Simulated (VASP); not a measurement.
Write the native input for VASP 6.6.1 that does the following.

* Task: single point
* Functional: LDA
* Potentials or basis: VASP PAW LDA potentials, release 64 (Zn, S)
* Cutoff: 520 eV
* k mesh: 8 × 8 × 2
* Occupations: fermi-dirac, width 0.05 eV
* Spin: no spin polarisation
* Dipole correction: no
* Further INCAR settings: ALGO = Normal; EDIFF = 1e-06; NBANDS = 66

The structure of ZnS lies in POSCAR:

```
ZnS
1.0
    3.7604801709      0.0000000000      0.0000000000
   -1.8802400855      3.2566713584      0.0000000000
    0.0000000000      0.0000000000     18.4373916028
Zn S
6 6
Direct
    0.3333333333      0.6666666667      0.8333300000
    0.6666666667      0.3333333333      0.3333300000
    0.6666666667      0.3333333333      0.6666700000
    0.3333333333      0.6666666667      0.1666700000
    0.0000000000      0.0000000000      0.5000000000
    0.0000000000      0.0000000000      0.0000000000
    0.3333333333      0.6666666667      0.9583300000
    0.6666666667      0.3333333333      0.4583300000
    0.6666666667      0.3333333333      0.7916700000
    0.3333333333      0.6666666667      0.2916700000
    0.0000000000      0.0000000000      0.6250000000
    0.0000000000      0.0000000000      0.1250000000
```

The input as run:

INCAR

```
  PREC = Accurate
  ENCUT = 520
  EDIFF = 1E-6
  ISMEAR = -1
  SIGMA = 0.05
  LREAL = False
  LASPH = True
  NELM = 80
  ALGO = Normal
  ISIF = 2
  LWAVE = False
  LCHARG = True
  GGA = CA
  LELF = True
  LVHAR = True
  NBANDS = 66
```

KPOINTS

```
Automatic mesh
0
Gamma
  8 8 2
```

Potentials or basis: VASP PAW LDA potentials, release 64 (Zn, S).

Launch:

```bash
$ cat potpaw_LDA.64/Zn/POTCAR potpaw_LDA.64/S/POTCAR > POTCAR
$ mpirun -np 1 vasp_std > vasp.out
```

Results of the run:

The pressure is -0.8 GPa and the largest force is 0.034 eV/Å. The band gap on the k mesh is 2.13 eV.

Wall time 6.8 min on 1 thread of Oxide Virtual Turin-like Processor (shared host), peak memory 0.35 GiB.
